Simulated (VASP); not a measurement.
Here is a VASP 6.6.1 calculation.

File INCAR:

```
SYSTEM = CoSi
PREC     = Accurate       ! precision mode
ENCUT    = 600            ! plane-wave cutoff, eV
EDIFF    = 1E-7           ! SCF threshold, eV
ISMEAR   = -1             ! smearing method
SIGMA    = 0.1            ! smearing width, eV
LREAL    = .False.        ! projectors in reciprocal space
LASPH    = .True.         ! aspherical terms in the spheres
NELM     = 80             ! most SCF steps
ALGO     = Normal         ! electronic algorithm
ISIF     = 3              ! what is computed and relaxed
LWAVE    = .False.        ! write WAVECAR
LCHARG   = .False.        ! write CHGCAR
GGA      = PE             ! functional
IBRION   = 2              ! ionic algorithm
NSW      = 32             ! ionic steps
EDIFFG   = -0.005         ! ionic threshold
PSTRESS  = 340.0
```

Contents of KPOINTS:

```
regular mesh
0
Gamma
  13 13 13
  0 0 0
```

Contents of POSCAR:

```
CoSi
1.0
    0.0000000000      2.3761078359      2.3761078359
    2.3761078359      0.0000000000      2.3761078359
    2.3761078359      2.3761078359      0.0000000000
Co Si
1 1
Direct
    0.0000000000      0.0000000000      0.0000000000
    0.2500000000      0.2500000000      0.2500000000
```

Potentials or basis: VASP PAW PBE potentials, release 64 (Co, Si).

Run with:

```sh
$ cat potpaw_PBE.64/Co/POTCAR potpaw_PBE.64/Si/POTCAR > POTCAR
$ mpirun -np 1 vasp_std > vasp.out
```

Q: Estimate the relaxed volume.

A: 13.42 Å³/atom.

Q: Predict the relaxed cell.

A: a = 3.361 Å, b = 3.361 Å, c = 3.361 Å, α = 60.00°, β = 60.00°, γ = 60.00°.

Q: What does it give for the space group after relaxing (to 0.05 Å)?

A: F-43m (No. 216).

Step by step:
```csv
step,energy change (eV),largest force (eV/Å),pressure (GPa),volume (Å³)
1,0.0000,0.0000,34.08,26.83
2,-0.0053,0.0000,33.85,26.86
3,-0.0016,0.0000,34.02,26.84
```

Caveat: the cell is relaxed towards a set pressure, so the enthalpy falls and the energy may rise. Spin polarisation is off, so any magnetic state and its effect on volume and gap are missing.
